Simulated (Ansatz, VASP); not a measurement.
**Sn: VASP beside Ansatz**

File INCAR:

```
  PREC = Accurate
  ENCUT = 520
  EDIFF = 1E-6
  ISMEAR = -1
  SIGMA = 0.05
  LREAL = F
  LASPH = T
  NELM = 80
  ALGO = Normal
  ISIF = 2
  LWAVE = F
  LCHARG = T
  GGA = PE
  LELF = T
  LVHAR = T
  NBANDS = 21
```

Contents of KPOINTS:

```
regular mesh
0
Gamma
  6 6 6
```

Contents of POSCAR:

```
Sn
1.0
   -0.0646668560      3.2333428000      3.2333428000
    3.2333428000     -0.0646668560      3.2333428000
    3.1686759440      3.1686759440      0.0000000000
Sn
2
Direct
    0.7500000000      0.7500000000      0.7500000000
    0.5000000000      0.5000000000      0.5000000000
```

Contents of input.yaml:

```yaml
crystal:
  lattice:
    - [-0.064666856, 3.2333428, 3.2333428]
    - [3.2333428, -0.064666856, 3.2333428]
    - [3.168675944, 3.168675944, 0.0]
  atoms:
    - { symbol: Sn, position: [0.75, 0.75, 0.75] }
    - { symbol: Sn, position: [0.5, 0.5, 0.5] }
hamiltonian:
  xc: pbe
  pseudopotentials: { kind: paw }
kpoints:
  mp_grid: { grid: [6, 6, 6] }
scf:
  occupations: { method: fermi_dirac, width: 0.05 }
output:
  forces: true
  stress: true
  eigenvalues: true
```

Alike in both runs: task single point; functional PBE; k mesh 6 × 6 × 6; occupations fermi-dirac, width 0.05 eV; no spin polarisation.

|  | VASP | Ansatz |
| --- | --- | --- |
| version | VASP 6.6.1 | Ansatz 0.2.0 |
| potentials or method | VASP PAW PBE potentials, release 64 (Sn_d) | Ansatz PAW |
| plane-wave cutoff (eV) | 520 | 420 |
| valence electrons in the cell | 28 | 28 |

```csv
,VASP,Ansatz,Ansatz less VASP
gap on the k mesh at the Fermi level (eV),none,none,-
pressure (GPa),4.0,4.0,+0.05
"traceless stress, the component that is largest in VASP (GPa)",2.12,2.12,+0.002
rms of the force components (eV/Å),0.239,0.239,+0.0007
```

Atom by atom the forces differ by 0.001 eV/Å (rms over components). A gap of «none» marks a metal or a gap that the smearing closes. With one functional, cell and mesh, what is left measures potentials, basis and numerics.
